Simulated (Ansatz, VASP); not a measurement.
## V: VASP beside Ansatz

```
V
1.0
     0.00000    1.86932    1.86932
     1.86932    0.00000    1.86932
     1.86932    1.86932    0.00000
V
1
Direct
  0.00000 0.00000 0.00000
```

Alike in both runs: task single point; functional PBE; k mesh 18 × 18 × 18; occupations gaussian, width 0.1 eV; no spin polarisation.

|  | VASP | Ansatz |
| --- | --- | --- |
| version | VASP 6.6.1 | Ansatz 0.2.0 |
| potentials or method | VASP PAW PBE potentials, release 64 (V_sv), cutoff 520 eV | scalar-relativistic, plane waves, PAW |
| valence electrons in the cell | 13 | 13 |

```tsv
	VASP	Ansatz	Ansatz less VASP
gap on the k mesh at the Fermi level (eV)	none	none	-
pressure (GPa)	12.5	12.3	-0.23
```

A gap of «none» marks a metal or a gap that the smearing closes. The functional is the same, so the differences come from potentials, cutoffs and numerics.
